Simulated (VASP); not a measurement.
## Au: relaxation of cell and atoms with RPBE

Au:

```
Au
1.0
     0.00000    2.07827    2.07827
     2.07827    0.00000    2.07827
     2.07827    2.07827    0.00000
Au
1
Direct
  0.00000 0.00000 0.00000
```

```yaml
Program: VASP 6.6.1
Task: relaxation of cell and atoms
Functional: RPBE
Potentials_or_basis: VASP PAW PBE potentials, release 64 (Au)
Cutoff: 600 eV
k_mesh: 18 × 18 × 18
Occupations: fermi-dirac, width 0.05 eV
Spin: no spin polarisation
Dipole_correction: no
Further_INCAR_settings: ALGO = Normal; EDIFF = 1e-06; IBRION = 2; EDIFFG = -0.005; NSW = 60; ISIF = 3
```

```yaml
Relaxed_volume: 18.48 Å³/atom
Relaxed_cell: a = 2.967 Å, b = 2.967 Å, c = 2.967 Å, α = 60.00°, β = 60.00°, γ = 60.00°
Space_group_after_relaxing_to_0.1_Å: Fm-3m (No. 225)
Energy_gained_by_relaxing: 6.0 meV/atom
Ionic_steps: 3
Pressure_after_relaxing: 0.0 GPa
Band_gap_on_the_k_mesh: zero (an odd number of electrons rules out a gap without spin polarisation)
```

Step by step:
```
step  energy change (eV)  largest force (eV/Å)  pressure (GPa)  volume (Å³)
   1              0.0000                0.0000            3.84        17.95
   2              0.0013                0.0000           -3.62        19.09
   3             -0.0060                0.0000           -0.01        18.48
```

Final structure:
```xyz
1
Lattice="0.0000 2.0983 2.0983 2.0983 0.0000 2.0983 2.0983 2.0983 0.0000" Properties=species:S:1:pos:R:3 pbc="T T T"
Au    0.0000    0.0000    0.0000
```

Levels at points of the mesh, in eV from the Fermi level:
| k point | band 3 | band 4 | band 5 | band 6 | band 7 | band 8 | band 9 |
| --- | --- | --- | --- | --- | --- | --- | --- |
| (0.00, 0.00, 0.00) | -4.24 | -4.24 | -2.94 | -2.94 | 14.64 | 18.20 | 18.20 |
| (0.50, 0.00, 0.00) | -4.27 | -1.90 | -1.90 | -0.51 | 2.72 | 14.08 | 16.60 |
| (0.50, 0.50, 0.00) | -1.94 | -1.62 | -1.62 | 1.33 | 5.23 | 9.86 | 9.86 |

Wall time 71 s on 1 thread of Intel Xeon 8259CL, with other jobs on the host, peak memory 0.18 GiB.

Caveat: the PAW data sets were made with another functional, which shifts forces and pressure a little; spin-orbit coupling is left out, which moves the levels of the heavy elements.
